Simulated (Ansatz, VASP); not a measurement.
## One calculation of AgO, two programs

```
CELL_PARAMETERS angstrom
0.00000 2.44405 2.44405
2.44405 0.00000 2.44405
2.44405 2.44405 0.00000
ATOMIC_POSITIONS crystal
Ag 0.00000 0.00000 0.00000
O 0.75000 0.75000 0.75000
```

Alike in both runs: functional LDA; k mesh 16 × 16 × 16; occupations fermi-dirac, width 0.15 eV; no spin polarisation.

Ansatz relaxed the structure, and its values are those at the end. VASP's run is a single point on that final structure, the one shown.

|  | VASP | Ansatz |
| --- | --- | --- |
| version | VASP 6.6.1 | Ansatz 0.2.0 |
| potentials or method | VASP PAW LDA potentials, release 64 (Ag, O), cutoff 520 eV | scalar-relativistic, plane waves, PAW |
| valence electrons in the cell | 17 | 25 |

|  | VASP | Ansatz | Ansatz less VASP |
| --- | --- | --- | --- |
| gap on the k mesh at the Fermi level (eV) | none | none | - |
| pressure (GPa) | 0.1 | 0.0 | -0.07 |

LDA's correlation is that of Perdew and Zunger in VASP and of Perdew and Wang (1992) in Ansatz. A gap of «none» marks a metal or a gap that the smearing closes. VASP's potentials hold 17 valence electrons a cell and Ansatz's 25, so a difference there can come from the potentials and not from the codes.
